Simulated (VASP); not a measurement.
A run of VASP 6.6.1 is set up as follows.

File INCAR:

```
SYSTEM = GeS
PREC     = Accurate       ! precision mode
ENCUT    = 500            ! plane-wave cutoff, eV
EDIFF    = 1E-6           ! SCF threshold, eV
ISMEAR   = 0              ! smearing method
SIGMA    = 0.02           ! smearing width, eV
LREAL    = .FALSE.        ! projectors in reciprocal space
LASPH    = .TRUE.         ! aspherical terms in the spheres
NELM     = 120            ! most SCF steps
ALGO     = Normal         ! electronic algorithm
ISIF     = 2              ! what is computed and relaxed
LWAVE    = .FALSE.        ! write WAVECAR
LCHARG   = .FALSE.        ! write CHGCAR
GGA      = PE             ! functional
IVDW     = 12             ! dispersion correction
NBANDS   = 50             ! bands
GGA_COMPAT= .FALSE.
```

Contents of KPOINTS:

```
Automatic mesh
0
G
  4 8 6
  0 0 0
```

Contents of POSCAR:

```
GeS
1.0
   11.1762938853      0.0000000000      0.0000000000
    0.0000000000      3.6628831257      0.0000000000
    0.0000000000      0.0000000000      4.5914404768
Ge S
4 4
Direct
    0.1311415029      0.2500000000      0.1441735284
    0.3688584971      0.7500000000      0.6441735284
    0.6311415029      0.2500000000      0.3558264716
    0.8688584971      0.7500000000      0.8558264716
    0.8431929935      0.2500000000      0.5025292998
    0.6568070065      0.7500000000      0.0025292998
    0.3431929935      0.2500000000      0.9974707002
    0.1568070065      0.7500000000      0.4974707002
```

Potentials or basis: VASP PAW PBE potentials, release 64 (Ge_d, S).

Command:

```bash
$ cat potpaw_PBE.64/Ge_d/POTCAR potpaw_PBE.64/S/POTCAR > POTCAR
$ mpirun -np 1 vasp_std > vasp.out
```

Task: What does it give for the largest force?

Result: 0.003 eV/Å.

Task: What does it give for the dispersion energy per atom?

Result: -0.306 eV.

Forces on the atoms (eV/Å):
```
Ge   0.000  0.000  0.001
Ge   0.000  0.000  0.001
Ge   0.000  0.000 -0.001
Ge   0.000  0.000 -0.001
S    0.001  0.000  0.003
S   -0.001  0.000  0.003
S    0.001  0.000 -0.003
S   -0.001  0.000 -0.003
```
